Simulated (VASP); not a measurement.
# TeRh (P6_3/mmc) in VASP: density of states with LDA

Aim: the density of states of TeRh with LDA.

Program: VASP 6.6.1. These are calculated values, not measurements. Logs are shortened: lines on timing, memory, paths and dates and some standing lists are left out, and cuts for length are marked.

**1. The cell of the first run**

Symmetry: P6_3/mmc, No. 194, hexagonal system. Conventional cell: a = 3.990 Å, b = 3.990 Å, c = 5.660 Å, α = 90.00°, β = 90.00°, γ = 120.00°. Within 3.6 Å of Te (site symmetry -6m2) lie 6 Rh at 2.70 Å. Within 3.6 Å of Rh (site symmetry -3m) lie 6 Te at 2.70 Å and 2 Rh at 2.83 Å.

**2. Density of states, LDA**

File POSCAR:

```
TeRh
1.0
    3.9900000000      0.0000000000      0.0000000000
   -1.9950000000      3.4554410000      0.0000000000
    0.0000000000      0.0000000000      5.6600000000
Te Rh
2 2
Direct
    0.3333333333      0.6666666667      0.2500000000
    0.6666666667      0.3333333333      0.7500000000
    0.0000000000      0.0000000000      0.0000000000
    0.0000000000      0.0000000000      0.5000000000
```

File INCAR.step1:

```
  ALGO = Normal
  EDIFF = 1E-6
  ENCUT = 520
  ISIF = 2
  ISMEAR = -1
  LASPH = True
  LCHARG = True
  LMAXMIX = 4
  LREAL = False
  LWAVE = False
  NBANDS = 29
  NELM = 60
  PREC = Accurate
  SIGMA = 0.1
```

File KPOINTS.step1:

```
k-points
0
Gamma
  7 7 5
```

File INCAR.step2:

```
  ALGO = Normal
  EDIFF = 1E-6
  ENCUT = 520
  ICHARG = 11
  ISIF = 2
  ISMEAR = -5
  LASPH = True
  LCHARG = False
  LMAXMIX = 4
  LORBIT = 10
  LREAL = False
  LWAVE = False
  NEDOS = 2001
  NELM = 60
  PREC = Accurate
  SIGMA = 0.1
```

File KPOINTS.step2:

```
k-points
0
Gamma
  11 11 8
```

Potentials or basis: VASP PAW LDA potentials, release 64 (Te, Rh_pv).

On the command line:

```console
> cat potpaw_LDA.64/Te/POTCAR potpaw_LDA.64/Rh_pv/POTCAR > POTCAR
> cp INCAR.step1 INCAR
> cp KPOINTS.step1 KPOINTS
> mpirun -np 1 vasp_std > vasp.out
> cp INCAR.step2 INCAR
> cp KPOINTS.step2 KPOINTS
> mpirun -np 1 vasp_std > vasp.out
```

OUTCAR:

```text
EDIFF = 1E-6
   ENCUT = 520
   ICHARG = 11
   ISIF = 2
   ISMEAR = -5
   LASPH = True
   LORBIT = 10
   LREAL = False
   NELM = 60
   PREC = Accurate

 ion  position               nearest neighbor table
   1  0.333  0.667  0.250-   3 2.70   4 2.70   3 2.70   4 2.70   3 2.70   4 2.70   2 3.65   2 3.65
                             2 3.65   2 3.65   2 3.65   2 3.65
   2  0.667  0.333  0.750-   3 2.70   4 2.70   3 2.70   4 2.70   3 2.70   4 2.70   1 3.65   1 3.65
                             1 3.65   1 3.65   1 3.65   1 3.65
   3  0.000  0.000  0.000-   1 2.70   2 2.70   2 2.70   1 2.70   2 2.70   1 2.70   4 2.83   4 2.83

   4  0.000  0.000  0.500-   1 2.70   2 2.70   2 2.70   1 2.70   2 2.70   1 2.70   3 2.83   3 2.83

  LATTYP: Found a hexagonal cell.
 ALAT       =     3.9900000000
 C/A-ratio  =     1.4185463659

  Lattice vectors:

 A1 = (   3.9900000000,   0.0000000000,   0.0000000000)
 A2 = (  -1.9950000000,   3.4554410000,   0.0000000000)
 A3 = (   0.0000000000,   0.0000000000,   5.6600000000)

Analysis of symmetry for initial positions (statically):
=====================================================================
 Subroutine PRICEL returns:
 Original cell was already a primitive cell.

 Routine SETGRP: Setting up the symmetry group for a
 hexagonal supercell.

 Subroutine GETGRP returns: Found 24 space group operations
 (whereof 12 operations were pure point group operations)
 out of a pool of 24 trial point group operations.

The static configuration has the point symmetry D_3d.
 The point group associated with its full space group is D_6h.

Analysis of symmetry for dynamics (positions and initial velocities):
=====================================================================
 Subroutine PRICEL returns:
 Original cell was already a primitive cell.

 Routine SETGRP: Setting up the symmetry group for a
 hexagonal supercell.

 Subroutine GETGRP returns: Found 24 space group operations
 (whereof 12 operations were pure point group operations)
 out of a pool of 24 trial point group operations.

The dynamic configuration has the point symmetry D_3d.
 The point group associated with its full space group is D_6h.

 Subroutine INISYM returns: Found 24 space group operations
 (whereof 12 operations are pure point group operations),
 and found     1 'primitive' translations

----------------------------------------------------------------------------------------

                                     Primitive cell

  volume of cell :      78.0356

  direct lattice vectors                    reciprocal lattice vectors
     3.990000000  0.000000000  0.000000000     0.250626566  0.144699331  0.000000000
    -1.995000000  3.455441000  0.000000000     0.000000000  0.289398661  0.000000000
     0.000000000  0.000000000  5.660000000     0.000000000  0.000000000  0.176678445

  length of vectors
     3.990000000  3.989999687  5.660000000     0.289398639  0.289398661  0.176678445

  position of ions in fractional coordinates (direct lattice)
     0.333333333  0.666666667  0.250000000
     0.666666667  0.333333333  0.750000000
     0.000000000  0.000000000  0.000000000
     0.000000000  0.000000000  0.500000000

  ion indices of the primitive-cell ions
   primitive index   ion index
                 1           1
                 2           2
                 3           3
                 4           4

----------------------------------------------------------------------------------------

 KPOINTS: k-points

Automatic generation of k-mesh.
 Grid dimensions read from file:
 generate k-points for:   11   11    8

 Generating k-lattice:

  Cartesian coordinates                     Fractional coordinates (reciprocal lattice)
     0.022784233  0.013154485  0.000000000     0.090909091 -0.000000000  0.000000000
     0.000000000  0.026308969  0.000000000     0.000000000  0.090909091  0.000000000
     0.000000000  0.000000000  0.022084806     0.000000000  0.000000000  0.125000000

  Length of vectors
     0.026308967  0.026308969  0.022084806

  Shift w.r.t. Gamma in fractional coordinates (k-lattice)
     0.000000000  0.000000000  0.000000000

 TETIRR: Found   1012 inequivalent tetrahedra from     5808

 Subroutine IBZKPT returns following result:
 ===========================================

 Found     80 irreducible k-points:

 Following reciprocal coordinates:
            Coordinates               Weight
  0.000000  0.000000  0.000000      1.000000
  0.090909 -0.000000  0.000000      6.000000
  0.181818 -0.000000  0.000000      6.000000
  0.272727 -0.000000  0.000000      6.000000
  0.363636  0.000000  0.000000      6.000000
  0.454545 -0.000000  0.000000      6.000000
[... 16 lines left out ...]
  0.090909  0.090909  0.125000     12.000000
  0.181818  0.090909  0.125000     24.000000
 [... further k-points ...]
   k-points           NKPTS =     80   k-points in BZ     NKDIM =     80   number of bands    NBANDS=     25
   number of dos      NEDOS =   2001   number of ions     NIONS =      4
   total plane-waves  NPLWV =  37800
   dimension x,y,z NGX =    30 NGY =   30 NGZ =   42
   dimension x,y,z NGXF=    60 NGYF=   60 NGZF=   84
   ions per type =               2   2
   NGX,Y,Z   is equivalent  to a cutoff of  12.50, 12.50, 12.34 a.u.
   NGXF,Y,Z  is equivalent  to a cutoff of  25.00, 25.00, 24.67 a.u.
 SYSTEM =  unknown system
   PREC   = accura    normal or accurate (medium, high low for compatibility)
   ISTART =      0    job   : 0-new  1-cont  2-samecut
   ICHARG =     11    charge: 1-file 2-atom 10-const
   ISPIN  =      1    spin polarized calculation?
   LNONCOLLINEAR =      F non collinear calculations
   LSORBIT =      F    spin-orbit coupling
   LASPH  =      T    aspherical Exc in radial PAW
   ENCUT  =  520.0 eV  38.22 Ry    6.18 a.u.   7.42  7.42 10.52*2*pi/ulx,y,z
   NELM   =     60;   NELMIN=  2; NELMDL=  0     # of ELM steps
   EDIFF  = 0.1E-05   stopping-criterion for ELM
   LREAL  =      F    real-space projection
   EDIFFG = 0.1E-04   stopping-criterion for IOM
   NSW    =      0    number of steps for IOM
   IBRION =     -1    ionic relax: 0-MD 1-quasi-New 2-CG
   NFREE  =      0    steps in history (QN), initial steepest desc. (CG)
   ISIF   =      2    stress and relaxation
   ISYM   =      2    0-nonsym 1-usesym 2-fastsym
   POTIM  = 0.5000    time-step for ionic-motion
   TEBEG  =    0.0;   TEEND  =   0.0 temperature during run
   PSTRESS=    0.0 pullay stress
   NELECT =      42.0000    total number of electrons
   NUPDOWN=      -1.0000    fix difference up-down
   EMIN   =  10.00;   EMAX   =-10.00  energy-range for DOS
   EFERMI =   0.00;   METHOD = LEGACY
   ISMEAR =    -5;   SIGMA  =   0.10  broadening in eV -4-tet -1-fermi 0-gaus
   EFERMI_NEDOS =   21; number of points for ismear=-14 and -15
   IALGO  =     38    algorithm
   IMIX   =      4    mixing-type and parameters
     AMIX     =   0.40;   BMIX     =  1.00
     AMIX_MAG =   1.60;   BMIX_MAG =  1.00
  volume/ion in A,a.u.               =      19.51       131.65
  Fermi-wavevector in a.u.,A,eV,Ry     =   1.331661  2.516474 24.127495  1.773321
  Thomas-Fermi vector in A             =   2.460655
   LORBIT       =     10    0 simple, 1 ext, 2 COOP (PROOUT), +10 PAW based schemes
   GGA     = CA    functional components
   LHFCALC =     F    Hartree Fock is set to
   AEXX    =    0.0000 exact exchange contribution
   IVDW    =     0    specifies the selected vdW correction
   LEPSILON=     F    determine dielectric tensor
   LRPA    =     F    only Hartree local field effects (RPA)
 non-spin polarized calculation
 Fermi weights with tetrahedron method with Bloechl corrections
  energy-cutoff  :      520.00
  volume of cell :       78.04
 maximum number of plane-waves:      2124
 NGX is ok and might be reduce to    30

 number of electron      42.0000023 magnetization

 Free energy of the ion-electron system (eV)
  ---------------------------------------------------
  ext. energy  EPLUGINS =         0.00000000
  ---------------------------------------------------
  free energy    TOTEN  =       -26.31189826 eV

  energy without entropy =      -26.31189826  energy(sigma->0) =      -26.31189826

 E-fermi :  10.4548     XC(G=0): -11.9128

 val. band max:       10.4993281059   @ k =   0.1818   0.0909   0.2500
 cond. band min:      10.3660316438   @ k =   0.3636   0.0909   0.5000
 fundamental gap:     -0.1332964622
 Fermi energy:        10.4547730797

 k-point     1 :       0.0000    0.0000    0.0000
  band No.  band energies     occupation
      1     -35.8459      2.00000
      2     -35.6472      2.00000
      3     -35.6472      2.00000
      4     -35.6216      2.00000
      5     -35.6216      2.00000
      6     -35.5966      2.00000
[... 17 lines left out ...]
     24      13.4980      0.00000
     25      13.4980      0.00000

 k-point     2 :       0.0909   -0.0000    0.0000
  band No.  band energies     occupation
      1     -35.8457      2.00000
      2     -35.6480      2.00000
      3     -35.6474      2.00000
      4     -35.6222      2.00000
      5     -35.6217      2.00000
      6     -35.5965      2.00000
[... 17 lines left out ...]
     24      13.2720      0.00000
     25      13.9120      0.00000

 k-point     3 :       0.1818   -0.0000    0.0000
  band No.  band energies     occupation
      1     -35.8452      2.00000
      2     -35.6501      2.00000
      3     -35.6480      2.00000
      4     -35.6237      2.00000
      5     -35.6220      2.00000
      6     -35.5963      2.00000
[... 552 lines left out ...]
 k-point    23 :       0.0909    0.0909    0.1250
  band No.  band energies     occupation
      1     -35.8360      2.00000
      2     -35.6484      2.00000
      3     -35.6469      2.00000
      4     -35.6242      2.00000
      5     -35.6229      2.00000
      6     -35.6060      2.00000
[... 17 lines left out ...]
     24      12.7083      0.00000
     25      14.6699      0.00000

 k-point    24 :       0.1818    0.0909    0.1250
  band No.  band energies     occupation
      1     -35.8354      2.00000
      2     -35.6506      2.00000
      3     -35.6476      2.00000
      4     -35.6259      2.00000
      5     -35.6233      2.00000
      6     -35.6057      2.00000
[... 17 lines left out ...]
     24      12.4903      0.00000
     25      15.1511      0.00000

 [... further k-points ...]

------------------------ aborting loop because EDIFF is reached ----------------------------------------

  FORCE on cell =-STRESS in cart. coord.  units (eV):
  Direction    XX          YY          ZZ          XY          YZ          ZX
  --------------------------------------------------------------------------------------
  -------------------------------------------------------------------------------------
  Total       -0.4547935     -0.4547934     -1.9403853      0.0000000      0.0000000     -0.0000000
  in kB       -9.3375304     -9.3375284    -39.8387544      0.0000000      0.0000000     -0.0000000
  external PRESSURE =     -19.5046044 kB  Pullay stress =       0.0000000 kB

 VOLUME and BASIS-vectors are now :
 -----------------------------------------------------------------------------
  energy-cutoff  :      520.00
  volume of cell :       78.04
      direct lattice vectors                 reciprocal lattice vectors
     3.990000000  0.000000000  0.000000000     0.250626566  0.144699331  0.000000000
    -1.995000000  3.455441000  0.000000000     0.000000000  0.289398661  0.000000000
     0.000000000  0.000000000  5.660000000     0.000000000  0.000000000  0.176678445

 POSITION                                       TOTAL-FORCE (eV/Angst)
 -----------------------------------------------------------------------------------
     -0.00000      2.30363      1.41500        -0.000000      0.000000      0.000000
      1.99500      1.15181      4.24500         0.000000     -0.000000      0.000000
      0.00000      0.00000      0.00000         0.000000      0.000000      0.000000
      0.00000      0.00000      2.83000         0.000000      0.000000      0.000000
 -----------------------------------------------------------------------------------
    total drift:                                0.000000     -0.000000      0.000000

  FREE ENERGIE OF THE ION-ELECTRON SYSTEM (eV)
  ---------------------------------------------------
  free  energy   TOTEN  =       -26.3118982621 eV

  energy  without entropy=      -26.3118982621  energy(sigma->0) =      -26.31189826

 total charge

# of ion       s       p       d       tot
------------------------------------------
    1        1.364   1.885   0.119   3.368
    2        1.364   1.885   0.119   3.368
    3        0.330   6.232   7.360  13.923
    4        0.330   6.232   7.360  13.923
--------------------------------------------------
tot          3.389  16.235  14.958  34.581
```

Run time: 1.8 min. Hardware: 1 thread of Intel Xeon Platinum 8259CL at 2.50GHz (Skylake/Cascade Lake), shared host; peak memory 0.25 GiB.

Results:

| Item | Value |
| --- | --- |
| Valence electrons inside the program's atomic spheres | Te 3.37; Rh 13.92 |

Caveat: spin-orbit coupling is left out, which moves the levels of the heavy elements; tetrahedron occupations give inexact forces and stress in metals.
